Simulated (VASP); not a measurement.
Write the native input for VASP 6.6.1 that does the following.

```yaml
Task: single point
Functional: r2SCAN
Potentials_or_basis: VASP PAW PBE potentials, release 64 (C)
Cutoff: 520 eV
k_mesh: 21 × 21 × 1
Occupations: gaussian, width 0.1 eV
Spin: no spin polarisation
Dipole_correction: yes
Further_INCAR_settings: ALGO = Normal; EDIFF = 1e-06; NBANDS = 11
```

The system is C, a slab with vacuum.

```
C
1.0
     2.45584    0.00000    0.00000
    -1.22792    2.12682    0.00000
     0.00000    0.00000   28.00000
C
2
Direct
  0.33333 0.66667 0.50000
  0.66667 0.33333 0.50000
```

These files were run (other wordings do the same):

POSCAR

```
C
1.0
    2.4558374577      0.0000000000      0.0000000000
   -1.2279187289      2.1268176259      0.0000000000
    0.0000000000      0.0000000000     28.0000000000
C
2
Direct
    0.3333333333      0.6666666667      0.5000000000
    0.6666666667      0.3333333333      0.5000000000
```

INCAR.step1

```
ALGO = Normal
DIPOL = 0.5 0.5 0.500
EDIFF = 1E-4
ENCUT = 520
GGA = PE
IDIPOL = 3
ISMEAR = 0
LASPH = True
LCHARG = False
LDIPOL = True
LREAL = False
LWAVE = True
NBANDS = 11
NELM = 100
PREC = Accurate
SIGMA = 0.1
```

INCAR.step2

```
ALGO = Normal
DIPOL = 0.5 0.5 0.500
EDIFF = 1E-6
ENCUT = 520
IDIPOL = 3
ISIF = 2
ISMEAR = 0
ISTART = 1
LASPH = True
LCHARG = True
LDIPOL = True
LELF = True
LMIXTAU = True
LREAL = False
LVACPOTAV = True
LVHAR = True
LWAVE = False
METAGGA = R2SCAN
NBANDS = 11
NELM = 100
PREC = Accurate
SIGMA = 0.1
```

KPOINTS

```
k-points
0
Gamma
  21 21 1
```

Potentials or basis: VASP PAW PBE potentials, release 64 (C).

Run with:

```bash
$ cat potpaw_PBE.64/C/POTCAR > POTCAR
$ cp INCAR.step1 INCAR
$ mpirun -np 1 vasp_std > vasp.out
$ cp INCAR.step2 INCAR
$ mpirun -np 1 vasp_std > vasp.out
```

Results of the run:

```json
{
  "Band gap on the k mesh": "zero (filled and empty bands touch)",
  "Work function of the upper face": "4.27 eV",
  "Work function of the lower face": "4.27 eV"
}
```

Wall time 4.9 min on 1 thread of Intel(R) Xeon(R) Platinum 8259CL CPU @ 2.50GHz (Skylake/Cascade Lake) (shared host), peak memory 0.29 GiB.
